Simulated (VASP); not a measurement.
Input of a VASP 6.6.1 run:

Contents of POSCAR:

```
InGaAs2
1.0
    4.0494501138      0.0000000000      0.0000000000
    0.0000000000      4.0494501138      0.0000000000
    0.0000000000      0.0000000000      5.6261874985
In Ga As
1 1 2
Direct
    0.0000000000      0.0000000000      0.5000000000
    0.5000000000      0.5000000000      0.0000000000
    0.5000000000      0.0000000000      0.7698871174
    0.0000000000      0.5000000000      0.2301128826
```

INCAR.step1

```
SYSTEM = InGaAs2
ALGO = Normal ; EDIFF = 1E-4
ENCUT = 520 ; GGA = PE
ISMEAR = 0 ; LASPH = .TRUE.
LCHARG = .FALSE. ; LREAL = .FALSE.
LWAVE = .TRUE. ; NBANDS = 26
NELM = 60 ; PREC = Accurate
SIGMA = 0.03
```

File INCAR.step2:

```
SYSTEM = InGaAs2
ALGO = Normal ; EDIFF = 1E-6
ENCUT = 520 ; ISIF = 2
ISMEAR = 0 ; ISTART = 1
LASPH = .TRUE. ; LCHARG = .TRUE.
LELF = .TRUE. ; LMIXTAU = .TRUE.
LREAL = .FALSE. ; LVHAR = .TRUE.
LWAVE = .FALSE. ; METAGGA = R2SCAN
NBANDS = 26 ; NELM = 60
PREC = Accurate ; SIGMA = 0.03
```

File KPOINTS:

```
k-points
0
G
  8 8 6
  0 0 0
```

Potentials or basis: VASP PAW PBE potentials, release 64 (In_d, Ga_d, As).

Run with:

```sh
$ cat potpaw_PBE.64/In_d/POTCAR potpaw_PBE.64/Ga_d/POTCAR potpaw_PBE.64/As/POTCAR > POTCAR
$ cp INCAR.step1 INCAR
$ mpirun -np 1 vasp_std > vasp.out
$ cp INCAR.step2 INCAR
$ mpirun -np 1 vasp_std > vasp.out
```

Q: Estimate the pressure.

A: 8.3 GPa.

Q: Predict the largest force.

A: 0.133 eV/Å.

Q: Predict the band gap on the k mesh.

A: 0.94 eV, direct.

Stress tensor (GPa, compression positive):
```
7.88 0.00 0.00
0.00 7.88 0.00
0.00 0.00 9.16
```

Caveat: the cell differs from its parent crystal (strain -0.025 along x and y, -0.050 along z); the PAW data sets were made with another functional, which shifts forces and pressure a little; spin-orbit coupling is left out, which moves the levels of the heavy elements. A k mesh can miss the band edges.
